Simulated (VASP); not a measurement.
Input of a VASP 6.6.1 run:

The input POSCAR:

```
Pb
1.0
    3.5139203341      0.0000000000      0.0000000000
   -1.7569601671      3.0431442762      0.0000000000
    0.0000000000      0.0000000000      5.7969944188
Pb
2
Direct
    0.3333333333      0.6666666667      0.2500000000
    0.6666666667      0.3333333333      0.7500000000
```

Contents of INCAR.step1:

```
ALGO = Normal ; EDIFF = 1E-4
ENCUT = 520 ; GGA = PE
ISMEAR = 0 ; LASPH = T
LCHARG = F ; LREAL = F
LWAVE = T ; NBANDS = 21
NELM = 60 ; PREC = Accurate
SIGMA = 0.1
```

INCAR.step2

```
ALGO = Normal ; EDIFF = 1E-7
ENCUT = 520 ; ISIF = 2
ISMEAR = 0 ; ISTART = 1
LASPH = T ; LCHARG = F
LMIXTAU = T ; LREAL = F
LWAVE = F ; METAGGA = R2SCAN
NBANDS = 21 ; NELM = 60
PREC = Accurate ; SIGMA = 0.1
```

The input KPOINTS:

```
k-points
0
Gamma
  15 15 8
```

Potentials or basis: VASP PAW PBE potentials, release 64 (Pb_d).

Command:

```sh
$ cat potpaw_PBE.64/Pb_d/POTCAR > POTCAR
$ cp INCAR.step1 INCAR
$ mpirun -np 1 vasp_std > vasp.out
$ cp INCAR.step2 INCAR
$ mpirun -np 1 vasp_std > vasp.out
```

(1) What does it give for the pressure?

(2) Predict the band gap on the k mesh.

## Answers

(1) 0.0 GPa.

(2) zero (bands 14 and 15 overlap by 7.85 eV).

Caveat: the PAW data sets were made with another functional, which shifts forces and pressure a little; spin-orbit coupling is left out, which moves the levels of the heavy elements.
